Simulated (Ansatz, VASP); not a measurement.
**W7Au: VASP beside Ansatz**

```
W Au
1.0
    -3.19542    3.19542    3.19542
     3.19542   -3.19542    3.19542
     3.19542    3.19542   -3.19542
W Au
7 1
Direct
  0.00000 0.50000 0.50000
  0.50000 0.50000 0.00000
  0.50000 0.00000 0.50000
  0.00000 0.00000 0.50000
  0.00000 0.50000 0.00000
  0.50000 0.00000 0.00000
  0.50000 0.50000 0.50000
  0.00000 0.00000 0.00000
```

Change from the starting cell: species swapped into the Fe7Co type (Im-3m, No. 229).

Alike in both runs: functional PBE; k mesh 8 × 8 × 8; occupations gaussian, width 0.1 eV; no spin polarisation.

Ansatz relaxed the structure, and its values are those at the end. VASP's run is a single point on that final structure, the one shown.

|  | VASP | Ansatz |
| --- | --- | --- |
| version | VASP 6.6.1 | Ansatz 0.2.0 |
| potentials or method | VASP PAW PBE potentials, release 64 (W_sv, Au), cutoff 520 eV | scalar-relativistic, plane waves, PAW |
| valence electrons in the cell | 109 | 117 |

```csv
,VASP,Ansatz,Ansatz less VASP
gap on the k mesh at the Fermi level (eV),none,none,-
pressure (GPa),0.3,0.0,-0.33
```

A gap of «none» marks a metal or a gap that the smearing closes. VASP's potentials hold 109 valence electrons a cell and Ansatz's 117, so a difference there can come from the potentials and not from the codes.

Neither program's run includes spin-orbit coupling.
